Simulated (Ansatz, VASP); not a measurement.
## One calculation of TiW3C4, two programs

INCAR

```
PREC = Accurate
ENCUT = 600
EDIFF = 1E-6
ISMEAR = 0
SIGMA = 0.1
LREAL = False
LASPH = True
NELM = 100
ALGO = Normal
ISIF = 3
LWAVE = False
LCHARG = False
GGA = PE
IBRION = 2
NSW = 90
EDIFFG = -0.04
```

The input KPOINTS:

```
regular mesh
0
Gamma
  4 4 4
```

File POSCAR:

```
TiW3C4
1.0
    4.8980255100      0.0000000000      0.0000000000
    0.0000000000      4.8980255100      0.0000000000
    0.0000000000      0.0000000000      4.8980255100
Ti W C
1 3 4
Direct
    0.5000000000      0.5000000000      0.5000000000
    0.5000000000      0.0000000000      0.0000000000
    0.0000000000      0.0000000000      0.5000000000
    0.0000000000      0.5000000000      0.0000000000
    0.0000000000      0.5000000000      0.5000000000
    0.5000000000      0.5000000000      0.0000000000
    0.0000000000      0.0000000000      0.0000000000
    0.5000000000      0.0000000000      0.5000000000
```

Input for Ansatz:

```yaml
crystal:
  lattice:
    - [4.89802551, 0.0, 0.0]
    - [0.0, 4.89802551, 0.0]
    - [0.0, 0.0, 4.89802551]
  atoms:
    - { symbol: Ti, position: [0.5, 0.5, 0.5] }
    - { symbol: W, position: [0.5, 0.0, 0.0] }
    - { symbol: W, position: [0.0, 0.0, 0.5] }
    - { symbol: W, position: [0.0, 0.5, 0.0] }
    - { symbol: C, position: [0.0, 0.5, 0.5] }
    - { symbol: C, position: [0.5, 0.5, 0.0] }
    - { symbol: C, position: [0.0, 0.0, 0.0] }
    - { symbol: C, position: [0.5, 0.0, 0.5] }
basis:
  ecutwfc: 420
kpoints:
  mp_grid: { grid: [4, 4, 4] }
hamiltonian:
  xc: pbe
scf:
  occupations: { method: gaussian, width: 0.1 }
  lower_state_search: "off"
output:
  forces: true
  stress: true
  eigenvalues: true
relax:
  adjacent_minimum: "off"
  f_tol: 0.04
  max_steps: 70
  cell: { stress_tol: 0.4 }
```

Alike in both runs: task relaxation of cell and atoms; functional PBE; k mesh 4 × 4 × 4; occupations gaussian, width 0.1 eV; no spin polarisation.

|  | VASP | Ansatz |
| --- | --- | --- |
| version | VASP 6.6.1 | Ansatz 0.2.0 |
| potentials or method | VASP PAW PBE potentials, release 64 (Ti_sv, W_sv, C), cutoff 600 eV | scalar-relativistic, plane waves, PAW |
| valence electrons in the cell | 70 | 70 |

|  | VASP | Ansatz | Ansatz less VASP |
| --- | --- | --- | --- |
| gap on the k mesh at the Fermi level, each at its own relaxed structure (eV) | none | none | - |
| relaxed volume (Å³/atom) | 10.35 | 10.35 | -0.001 |
| relaxed cell length with the largest relative difference (Å) | 4.359 | 4.359 | -0.0001 |

A gap of «none» marks a metal or a gap that the smearing closes.

Neither program's run includes spin-orbit coupling. Noted on VASP's run: the volume moved by over 15 % at a fixed basis, so the end points are rough.
